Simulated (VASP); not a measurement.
CdI2:

```
Cd I
1.0
     4.24701    0.00000    0.00000
    -2.12350    3.67802    0.00000
     0.00000    0.00000    6.89503
Cd I
1 2
Direct
  0.00000 0.00000 0.00000
  0.33333 0.66667 0.24939
  0.66667 0.33333 0.75061
```

Base run:

| Property | Result |
| --- | --- |
| Program | VASP 6.6.1 |
| Functional | r2SCAN |
| Potentials or basis | VASP PAW PBE potentials, release 64 (Cd, I) |
| Cutoff | 550 eV |
| k mesh | 6 × 6 × 4 |
| Occupations | gaussian, width 0.01 eV |
| Spin | no spin polarisation |

Its results: band gap on the k mesh 2.81 eV (least direct gap 3.14 eV); pressure 1.0 GPa; largest force 0.019 eV/Å.

**Question.** The run is repeated on the same cell with these changes: functional from r2SCAN to PBE; cutoff from 550 eV to 500 eV. What comes out?

**Answer.** Band gap on the k mesh 2.37 eV (least direct gap 2.61 eV); pressure 1.7 GPa; largest force 0.090 eV/Å.

Caveats: spin-orbit coupling is left out, which moves the levels of the heavy elements; the PAW data sets were made with another functional, which shifts forces and pressure a little (at least some runs); this functional lacks dispersion, which binds the layers, so the pressure and a relaxed spacing across them are unreliable (at least some runs).

A k mesh can miss the band edges.
